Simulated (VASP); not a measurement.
A run of VASP 6.6.1:

The input INCAR:

```
SYSTEM = WS2
PREC     = Accurate       ! precision mode
ENCUT    = 520            ! plane-wave cutoff, eV
EDIFF    = 1E-6           ! SCF threshold, eV
ISMEAR   = 0              ! smearing method
SIGMA    = 0.05           ! smearing width, eV
LREAL    = .False.        ! projectors in reciprocal space
LASPH    = .True.         ! aspherical terms in the spheres
NELM     = 100            ! most SCF steps
ALGO     = Normal         ! electronic algorithm
ISIF     = 2              ! what is computed and relaxed
LWAVE    = .False.        ! write WAVECAR
LCHARG   = .False.        ! write CHGCAR
GGA      = PS             ! functional
IVDW     = 12             ! dispersion correction
NBANDS   = 35             ! bands
```

File KPOINTS:

```
regular mesh
0
Gamma
  12 12 4
  0 0 0
```

Contents of POSCAR:

```
WS2
1.0
    3.0212855752      0.0000000000      0.0000000000
   -1.5106427876      2.6165100602      0.0000000000
    0.0000000000      0.0000000000     11.7722466704
W S
2 4
Direct
    0.3333333333      0.6666666667      0.2500000000
    0.6666666667      0.3333333333      0.7500000000
    0.3333333333      0.6666666667      0.6164531912
    0.6666666667      0.3333333333      0.1164531912
    0.3333333333      0.6666666667      0.8835468088
    0.6666666667      0.3333333333      0.3835468088
```

Potentials or basis: VASP PAW PBE potentials, release 64 (W_sv, S).

Command:

```bash
$ cat potpaw_PBE.64/W_sv/POTCAR potpaw_PBE.64/S/POTCAR > POTCAR
$ mpirun -np 1 vasp_std > vasp.out
```

Hardware: 1 thread of AMD EPYC 7R43 64-Core Processor (Zen 3), with other jobs on the host.

Task: How long does it take, and how much memory?

Result: Wall time 4 min on 1 thread of AMD EPYC 7R43 64-Core Processor (Zen 3) (shared host), peak memory 0.26 GiB. Counts: scf iterations 14, k points 57.
